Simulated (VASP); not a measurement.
Hf:

```xyz
1
Lattice="3.0476 0.0000 0.0000 0.0000 3.0476 0.0000 0.0000 0.0000 3.0476" Properties=species:S:1:pos:R:3 pbc="T T T"
Hf    0.0000    0.0000    0.0000
```

* Program: VASP 6.6.1
* Task: relaxation of cell and atoms
* Functional: PBE
* Potentials or basis: VASP PAW PBE potentials, release 64 (Hf_pv)
* Cutoff: 600 eV
* k mesh: 12 × 12 × 12
* Occupations: fermi-dirac, width 0.03 eV
* Spin: no spin polarisation

At the start: pressure -8.1 GPa; volume 28.30 Å³/atom.

Task: How do energy, volume and symmetry change on relaxing?

Result: Over 3 steps the energy falls by 97.5 meV/atom and the volume is 24.82 Å³/atom (-12.3 %); space group Pm-3m (No. 221, to 0.05 Å).

The path:
```
step  energy change (eV)  largest force (eV/Å)  pressure (GPa)  volume (Å³)
   1              0.0000                0.0000           -8.08        28.30
   2             -0.0565                0.0000            6.98        22.85
   3             -0.0975                0.0000           -0.01        24.82
```

Final structure:
```yaml
crystal:
  lattice:
    - [2.91688, 0.00000, 0.00000]
    - [0.00000, 2.91688, 0.00000]
    - [0.00000, 0.00000, 2.91688]
  atoms:
    - { symbol: Hf, position: [0.00000, 0.00000, 0.00000] }
```
